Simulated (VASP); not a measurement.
A run of VASP 6.6.1 is set up as follows.

File INCAR:

```
SYSTEM = CdSe
PREC = Accurate
ENCUT = 520
EDIFF = 1E-8
ISMEAR = 0
SIGMA = 0.01
LREAL = .False.
LASPH = .True.
NELM = 60
ALGO = Normal
ISIF = 2
LWAVE = .False.
LCHARG = .False.
GGA = PS
IBRION = 8
NSW = 1
```

KPOINTS

```
Automatic mesh
0
Gamma
  6 6 6
  0 0 0
```

POSCAR

```
CdSe
1.0
    2.8585503810      2.8585503810      0.0000000000
   -2.8585503810      2.8585503810      0.0000000000
    0.0000000000      2.8585503810      2.8585503810
Cd Se
1 1
Direct
    0.0000000000      0.0000000000      0.0000000000
    0.7500000000      0.2500000000      0.5000000000
```

Potentials or basis: VASP PAW PBE potentials, release 64 (Cd, Se).

Command:

```bash
$ cat potpaw_PBE.64/Cd/POTCAR potpaw_PBE.64/Se/POTCAR > POTCAR
$ mpirun -np 1 vasp_std > vasp.out
```

What does it give for the highest phonon frequency at Γ, LO-TO splitting left out?

232 cm⁻¹.

Phonon frequencies in cm⁻¹ (negative: imaginary):
```tsv
q point	frequencies
(0.000, 0.000, 0.000)	0 0 0 232 232 232
```

Caveat: the k points lie up to 0.37 Å⁻¹ apart; the cell wasn't relaxed at this level first, which shifts response properties.
